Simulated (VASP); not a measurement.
# PbS (Cmcm) in VASP: further runs, part 2 of 2

VASP 6.6.1. Earlier steps stand in the parts before.

### Step 5. Single point, BLYP+D3(BJ)

This run uses another cell than the first one, of 27.73 Å³/atom.

INCAR reads:

```
PREC     = Accurate       # precision mode
ENCUT    = 520            # plane-wave cutoff, eV
EDIFF    = 1E-7           # SCF threshold, eV
ISMEAR   = -1             # smearing method
SIGMA    = 0.05           # smearing width, eV
LREAL    = F              # projectors in reciprocal space
LASPH    = T              # aspherical terms in the spheres
NELM     = 100            # most SCF steps
ALGO     = Normal         # electronic algorithm
ISIF     = 2              # what is computed and relaxed
LWAVE    = F              # write WAVECAR
LCHARG   = T              # write CHGCAR
GGA      = B5             # functional
ALDAX    = 1.0          
AGGAX    = 1.0          
AGGAC    = 1.0          
ALDAC    = 0.0          
IVDW     = 12             # dispersion correction
VDW_S6   = 1.0          
VDW_S8   = 2.6996       
VDW_A1   = 0.4298       
VDW_A2   = 4.2359       
LELF     = T              # ELF
LVHAR    = T            
NBANDS   = 28             # bands
```

KPOINTS reads:

```
regular mesh
0
Gamma
  7 7 6
```

POSCAR reads:

```
PbS
1.0
    2.1073236324     -6.0701387599      0.0000000000
    2.1073236324      6.0701387599      0.0000000000
    0.0000000000      0.0000000000      4.3356342523
Pb S
2 2
Direct
    0.1305633500      0.8694366500      0.2500000000
    0.8694366500      0.1305633500      0.7500000000
    0.3547970900      0.6452029100      0.2500000000
    0.6452029100      0.3547970900      0.7500000000
```

Potentials or basis: VASP PAW PBE potentials, release 64 (Pb_d, S).

Command:

```console
$ cat potpaw_PBE.64/Pb_d/POTCAR potpaw_PBE.64/S/POTCAR > POTCAR
$ mpirun -np 1 vasp_std > vasp.out
```

OUTCAR:

```text
PREC = Accurate
   ENCUT = 520
   EDIFF = 1E-7
   ISMEAR = -1
   LREAL = F
   LASPH = T
   NELM = 100
   ISIF = 2
   GGA = B5
   IVDW = 12
 IVDW          = 12

 ion  position               nearest neighbor table
   1  0.131  0.869  0.250-   3 2.72   4 3.03   4 3.03   4 3.03   4 3.03   2 3.84   2 3.84
   2  0.869  0.131  0.750-   4 2.72   3 3.03   3 3.03   3 3.03   3 3.03   1 3.84   1 3.84
   3  0.355  0.645  0.250-   1 2.72   2 3.03   2 3.03   2 3.03   2 3.03
   4  0.645  0.355  0.750-   2 2.72   1 3.03   1 3.03   1 3.03   1 3.03

  LATTYP: Found a base centered orthorhombic cell.
 ALAT       =     4.2146472648
 B/A-ratio  =     2.8804966957
 C/A-ratio  =     1.0287063139

  Lattice vectors:

 A1 = (   2.1073236324,  -6.0701387599,   0.0000000000)
 A2 = (   2.1073236324,   6.0701387599,   0.0000000000)
 A3 = (   0.0000000000,   0.0000000000,   4.3356342523)

Analysis of symmetry for initial positions (statically):
=====================================================================
 Subroutine PRICEL returns:
 Original cell was already a primitive cell.

 Routine SETGRP: Setting up the symmetry group for a
 base centered orthorhombic supercell.

 Subroutine GETGRP returns: Found  8 space group operations
 (whereof  4 operations were pure point group operations)
 out of a pool of  8 trial point group operations.

The static configuration has the point symmetry C_2h.
 The point group associated with its full space group is D_2h.

Analysis of symmetry for dynamics (positions and initial velocities):
=====================================================================
 Subroutine PRICEL returns:
 Original cell was already a primitive cell.

 Routine SETGRP: Setting up the symmetry group for a
 base centered orthorhombic supercell.

 Subroutine GETGRP returns: Found  8 space group operations
 (whereof  4 operations were pure point group operations)
 out of a pool of  8 trial point group operations.

The dynamic configuration has the point symmetry C_2h.
 The point group associated with its full space group is D_2h.

 Subroutine INISYM returns: Found  8 space group operations
 (whereof  4 operations are pure point group operations),
 and found     1 'primitive' translations

----------------------------------------------------------------------------------------

                                     Primitive cell

  volume of cell :     110.9207

  direct lattice vectors                    reciprocal lattice vectors
     2.107323632 -6.070138760  0.000000000     0.237267780 -0.082370440  0.000000000
     2.107323632  6.070138760  0.000000000     0.237267780  0.082370440  0.000000000
     0.000000000  0.000000000  4.335634252     0.000000000  0.000000000  0.230646762

  length of vectors
     6.425527018  6.425527018  4.335634252     0.251159091  0.251159091  0.230646762

  position of ions in fractional coordinates (direct lattice)
     0.130563350  0.869436650  0.250000000
     0.869436650  0.130563350  0.750000000
     0.354797090  0.645202910  0.250000000
     0.645202910  0.354797090  0.750000000

  ion indices of the primitive-cell ions
   primitive index   ion index
                 1           1
                 2           2
                 3           3
                 4           4

----------------------------------------------------------------------------------------

[... 26 lines left out ...]
  0.000000  0.000000  0.000000      1.000000
  0.142857  0.000000  0.000000      4.000000
  0.285714  0.000000  0.000000      4.000000
  0.428571  0.000000  0.000000      4.000000
  0.142857  0.142857  0.000000      2.000000
  0.285714  0.142857  0.000000      4.000000
[... 16 lines left out ...]
  0.428571  0.142857  0.166667      8.000000
 -0.428571  0.142857  0.166667      8.000000
 [... further k-points ...]
   k-points           NKPTS =     64   k-points in BZ     NKDIM =     64   number of bands    NBANDS=     28
   number of dos      NEDOS =    301   number of ions     NIONS =      4
   total plane-waves  NPLWV =  73728
   dimension x,y,z NGX =    48 NGY =   48 NGZ =   32
   dimension x,y,z NGXF=    96 NGYF=   96 NGZF=   64
   ions per type =               2   2
   NGX,Y,Z   is equivalent  to a cutoff of  12.42, 12.42, 12.27 a.u.
   NGXF,Y,Z  is equivalent  to a cutoff of  24.84, 24.84, 24.54 a.u.
 SYSTEM =  unknown system
   PREC   = accura    normal or accurate (medium, high low for compatibility)
   ISTART =      0    job   : 0-new  1-cont  2-samecut
   ICHARG =      2    charge: 1-file 2-atom 10-const
   ISPIN  =      1    spin polarized calculation?
   LNONCOLLINEAR =      F non collinear calculations
   LSORBIT =      F    spin-orbit coupling
   LASPH  =      T    aspherical Exc in radial PAW
   ENCUT  =  520.0 eV  38.22 Ry    6.18 a.u.  11.95 11.95  8.06*2*pi/ulx,y,z
   NELM   =    100;   NELMIN=  2; NELMDL= -5     # of ELM steps
   EDIFF  = 0.1E-06   stopping-criterion for ELM
   LREAL  =      F    real-space projection
   EDIFFG = 0.1E-05   stopping-criterion for IOM
   NSW    =      0    number of steps for IOM
   IBRION =     -1    ionic relax: 0-MD 1-quasi-New 2-CG
   NFREE  =      0    steps in history (QN), initial steepest desc. (CG)
   ISIF   =      2    stress and relaxation
   ISYM   =      2    0-nonsym 1-usesym 2-fastsym
   POTIM  = 0.5000    time-step for ionic-motion
   TEBEG  =    0.0;   TEEND  =   0.0 temperature during run
   PSTRESS=    0.0 pullay stress
   NELECT =      40.0000    total number of electrons
   NUPDOWN=      -1.0000    fix difference up-down
   EMIN   =  10.00;   EMAX   =-10.00  energy-range for DOS
   EFERMI =   0.00;   METHOD = LEGACY
   ISMEAR =    -1;   SIGMA  =   0.05  broadening in eV -4-tet -1-fermi 0-gaus
   EFERMI_NEDOS =   21; number of points for ismear=-14 and -15
   IALGO  =     38    algorithm
   IMIX   =      4    mixing-type and parameters
     AMIX     =   0.40;   BMIX     =  1.00
     AMIX_MAG =   1.60;   BMIX_MAG =  1.00
  volume/ion in A,a.u.               =      27.73       187.13
  Fermi-wavevector in a.u.,A,eV,Ry     =   1.165263  2.202028 18.474509  1.357838
  Thomas-Fermi vector in A             =   2.301791
   LORBIT       =      0    0 simple, 1 ext, 2 COOP (PROOUT), +10 PAW based schemes
   GGA     = B5    functional components
   LHFCALC =     F    Hartree Fock is set to
   AEXX    =    0.0000 exact exchange contribution
   IVDW    =    12    specifies the selected vdW correction
   LEPSILON=     F    determine dielectric tensor
   LRPA    =     F    only Hartree local field effects (RPA)
 non-spin polarized calculation
  energy-cutoff  :      520.00
  volume of cell :      110.92
 maximum number of plane-waves:      3012
   NGX = 23   NGY = 23   NGZ = 17

 number of electron      40.0000004 magnetization

 Free energy of the ion-electron system (eV)
  ---------------------------------------------------
  ext. energy  EPLUGINS =         0.00000000
  ---------------------------------------------------
  free energy    TOTEN  =       -15.28227239 eV

  energy without entropy =      -15.28227230  energy(sigma->0) =      -15.28227235

 E-fermi :   5.5227     XC(G=0):  -8.8515

 val. band max:        4.8163624658   @ k =   0.2857   0.1429   0.0000
 cond. band min:       6.1568183743   @ k =   0.4286   0.4286   0.0000
 fundamental gap:      1.3404559086
 Fermi energy:         5.5226835440

 k-point     1 :       0.0000    0.0000    0.0000
  band No.  band energies     occupation
      1     -11.4514      2.00000
      2     -11.3789      2.00000
      3     -11.3723      2.00000
      4     -11.3679      2.00000
      5     -11.3367      2.00000
      6     -11.3366      2.00000
[... 733 lines left out ...]
     27      12.5068      0.00000
     28      13.3046      0.00000

 [... further k-points ...]

------------------------ aborting loop because EDIFF is reached ----------------------------------------

 Edisp (eV)   -3.05097

 E8    (eV) :    -2.2813

  FORCE on cell =-STRESS in cart. coord.  units (eV):
  Direction    XX          YY          ZZ          XY          YZ          ZX
  --------------------------------------------------------------------------------------
  -------------------------------------------------------------------------------------
  Total      -1.42318    -1.15204    -1.34688     0.00000     0.00000     0.00000
  in kB     -20.55696   -16.64040   -19.45481     0.00000     0.00000     0.00000
  external pressure =      -18.88 kB  Pullay stress =        0.00 kB

 VOLUME and BASIS-vectors are now :
 -----------------------------------------------------------------------------
  energy-cutoff  :      520.00
  volume of cell :      110.92
      direct lattice vectors                 reciprocal lattice vectors
     2.107323632 -6.070138760  0.000000000     0.237267780 -0.082370440  0.000000000
     2.107323632  6.070138760  0.000000000     0.237267780  0.082370440  0.000000000
     0.000000000  0.000000000  4.335634252     0.000000000  0.000000000  0.230646762

 POSITION                                       TOTAL-FORCE (eV/Angst)
 -----------------------------------------------------------------------------------
      2.10732      4.48506      1.08391         0.000000      0.031099     -0.000000
      2.10732     -4.48506      3.25173         0.000000     -0.031099      0.000000
      2.10732      1.76280      1.08391         0.000000     -0.052189     -0.000000
      2.10732     -1.76280      3.25173         0.000000      0.052189     -0.000000
 -----------------------------------------------------------------------------------
    total drift:                               -0.000000     -0.000000      0.000000

  FREE ENERGIE OF THE ION-ELECTRON SYSTEM (eV)
  ---------------------------------------------------
  free  energy   TOTEN  =       -18.3332374002 eV

  energy  without entropy=      -18.3332373180  energy(sigma->0) =      -18.33323736
```

It took 3.5 min on 1 thread of Intel Xeon Platinum 8375C at 2.90GHz (Ice Lake), shared host; peak memory 0.35 GiB.

Results:

```
Free energy                : -18.3332 eV
Pressure                   : -1.9 GPa
Largest force              : 0.052 eV/Å
Band gap on the k mesh     : 1.34 eV (least direct gap 1.47 eV)
Dispersion energy per atom : -0.763 eV
```

Forces in eV/Å, atoms in the order of the input:
```
Pb   0.000  0.031  0.000
Pb   0.000 -0.031  0.000
S    0.000 -0.052  0.000
S    0.000  0.052  0.000
```

Stress tensor (GPa, compression positive):
```
-2.06  0.00  0.00
 0.00 -1.66  0.00
 0.00  0.00 -1.95
```

Levels at points of the mesh, in eV from the valence-band top:
```
           k point  band 17  band 18  band 19  band 20  band 21  band 22  band 23  band 24
(0.00, 0.00, 0.00)    -2.08    -1.40    -1.24    -0.36     4.64     4.81     5.09     5.43
(0.00, 0.00, 0.50)    -0.89    -0.89    -0.03    -0.03     1.98     1.98     2.87     2.87
```

Caveat: the PAW data sets were made with another functional, which shifts forces and pressure a little; spin-orbit coupling is left out, which moves the levels of the heavy elements; an odd mesh through Γ misses points on the zone boundary, where band edges can lie.

### Step 6. Single point, LDA

This run uses another cell than the first one, of 28.26 Å³/atom.

INCAR reads:

```
SYSTEM = PbS
  PREC = Accurate
  ENCUT = 520
  EDIFF = 1E-6
  ISMEAR = -1
  SIGMA = 0.05
  LREAL = .False.
  LASPH = .True.
  NELM = 60
  ALGO = Normal
  ISIF = 2
  LWAVE = .False.
  LCHARG = .False.
  NBANDS = 28
```

KPOINTS reads:

```
regular mesh
0
Gamma
  7 7 6
  0 0 0
```

POSCAR reads:

```
PbS
1.0
    2.1207464379     -6.1088031065      0.0000000000
    2.1207464379      6.1088031065      0.0000000000
    0.0000000000      0.0000000000      4.3632505017
Pb S
2 2
Direct
    0.1305633500      0.8694366500      0.2500000000
    0.8694366500      0.1305633500      0.7500000000
    0.3547970900      0.6452029100      0.2500000000
    0.6452029100      0.3547970900      0.7500000000
```

Potentials or basis: VASP PAW LDA potentials, release 64 (Pb_d, S).

Command:

```console
$ cat potpaw_LDA.64/Pb_d/POTCAR potpaw_LDA.64/S/POTCAR > POTCAR
$ mpirun -np 1 vasp_std > vasp.out
```

It took 3.5 min on 1 thread of Intel Xeon Platinum 8375C at 2.90GHz (Ice Lake), shared host; peak memory 0.32 GiB.

Results (log left out):

```
Free energy            : -19.5894 eV
Pressure               : -5.9 GPa
Largest force          : 0.421 eV/Å
Band gap on the k mesh : 1.19 eV (least direct gap 1.26 eV)
```

Forces on the atoms (eV/Å):
```
Pb   0.000 -0.421  0.000
Pb   0.000  0.421  0.000
S    0.000  0.250  0.000
S    0.000 -0.250  0.000
```

Stress tensor (GPa, compression positive):
```
-6.01  0.00  0.00
 0.00 -5.44  0.00
 0.00  0.00 -6.22
```

Levels at points of the mesh, in eV from the valence-band top:
```tsv
k point	band 18	band 19	band 20	band 21	band 22	band 23
(0.00, 0.00, 0.00)	-1.36	-1.19	-0.32	4.48	4.69	4.79
(0.00, 0.00, 0.50)	-0.85	-0.04	-0.04	1.79	1.79	2.76
```

Caveat: the cell stands under tension; spin-orbit coupling is left out, which moves the levels of the heavy elements; an odd mesh through Γ misses points on the zone boundary, where band edges can lie.

### Step 7. Summary

```tsv
level	potentials or basis	cell	gap on the mesh (eV)	pressure (GPa)	largest force (eV/Å)
RPBE	VASP PAW PBE potentials, release 64 (Pb_d, S)	a = 6.384, b = 6.384, c = 4.308 Å, angles 90.0, 90.0, 141.7°, 4 atoms	1.38	1.8	0.06
BLYP+D3(BJ)	VASP PAW PBE potentials, release 64 (Pb_d, S)	a = 6.384, b = 6.384, c = 4.308 Å, angles 90.0, 90.0, 141.7°, 4 atoms	1.33	-1.0	0.15
RPBE	VASP PAW PBE potentials, release 64 (Pb_d, S)	a = 6.426, b = 6.426, c = 4.336 Å, angles 90.0, 90.0, 141.7°, 4 atoms	1.41	0.8	0.14
BLYP+D3(BJ)	VASP PAW PBE potentials, release 64 (Pb_d, S)	a = 6.426, b = 6.426, c = 4.336 Å, angles 90.0, 90.0, 141.7°, 4 atoms	1.34	-1.9	0.05
LDA	VASP PAW LDA potentials, release 64 (Pb_d, S)	a = 6.466, b = 6.466, c = 4.363 Å, angles 90.0, 90.0, 141.7°, 4 atoms	1.19	-5.9	0.42
```

Alike in all rows: task single point; no spin polarisation; k mesh 7 × 7 × 6; cutoff (eV) 520; smearing fermi-dirac 0.05 eV.

Caveats: spin-orbit coupling is left out, which moves the levels of the heavy elements; an odd mesh through Γ misses points on the zone boundary, where band edges can lie; the PAW data sets were made with another functional, which shifts forces and pressure a little (at least some runs); the cell stands under tension (at least some runs).

Absolute energies hang on the potentials; compare differences alone.
